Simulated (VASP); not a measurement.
Input of a VASP 6.6.1 run:

Contents of INCAR:

```
PREC = Accurate
ENCUT = 520
EDIFF = 1E-6
ISMEAR = -1
SIGMA = 0.05
LREAL = False
LASPH = True
NELM = 100
ALGO = Normal
ISIF = 2
LWAVE = False
LCHARG = False
GGA = PS
NBANDS = 12
```

KPOINTS

```
regular mesh
0
Gamma
  11 11 11
```

The input POSCAR:

```
Au
1.0
    0.0000000000      2.0078623511      2.0078623511
    2.0078623511      0.0000000000      2.0078623511
    2.0078623511      2.0078623511      0.0000000000
Au
1
Direct
    0.0000000000      0.0000000000      0.0000000000
```

Potentials or basis: VASP PAW PBE potentials, release 64 (Au).

Launch:

```console
$ cat potpaw_PBE.64/Au/POTCAR > POTCAR
$ mpirun -np 1 vasp_std > vasp.out
```

(1) Predict the pressure.

Answers

(1) 9.7 GPa.

Caveat: the PAW data sets were made with another functional, which shifts forces and pressure a little.
